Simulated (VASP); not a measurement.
# Ir: single point with r2SCAN

The system is Ir.

```
Ir
1.0
     0.00000    1.71034    2.41843
     1.71034    0.00000    2.41843
     1.71034    1.71034    0.00000
Ir
1
Direct
  0.00000 0.00000 0.00000
```

This cell differs from its parent crystal: ratio of the length along z to the lengths across it x 1.414, volume and fractional coordinates fixed.

```json
{
  "Program": "VASP 6.6.1",
  "Task": "single point",
  "Functional": "r2SCAN",
  "Potentials or basis": "VASP PAW PBE potentials, release 64 (Ir_sv_GW)",
  "Cutoff": "620 eV",
  "k mesh": "24 × 24 × 24",
  "Occupations": "gaussian, width 0.15 eV",
  "Spin": "no spin polarisation",
  "Dipole correction": "no",
  "Further INCAR settings": "ALGO = Normal; EDIFF = 1e-06; NBANDS = 14"
}
```

```
Pressure               : 34.7 GPa
Band gap on the k mesh : zero (an odd number of electrons rules out a gap without spin polarisation)
```

Stress tensor (GPa, compression positive):
```
 68.27   0.00   0.00
  0.00  68.27   0.00
  0.00   0.00 -32.41
```

Levels at points of the mesh, in eV from the Fermi level:
```tsv
k point	band 4	band 5	band 6	band 7	band 8	band 9	band 10	band 11	band 12	band 13
(0.00, 0.00, 0.00)	-50.42	-11.28	-7.03	-4.90	-1.38	-1.38	1.73	14.44	16.37	23.65
(0.50, 0.00, 0.00)	-50.33	-8.04	-6.11	-1.98	-0.12	0.77	0.85	9.37	11.98	20.91
(0.50, 0.50, 0.00)	-50.49	-8.75	-7.98	-1.86	1.34	1.34	2.11	5.32	17.11	17.11
(0.50, 0.00, 0.50)	-50.70	-8.47	-6.73	-1.50	-0.11	4.73	4.98	9.85	12.98	15.52
```

Run time: 12 min on 1 thread of Intel(R) Xeon(R) Platinum 8488C (Sapphire Rapids), with other jobs on the host, peak memory 0.39 GiB.

Caveat: the stress differs along the axes, from -32 to 68 GPa; the PAW data sets were made with another functional, which shifts forces and pressure a little; spin-orbit coupling is left out, which moves the levels of the heavy elements.
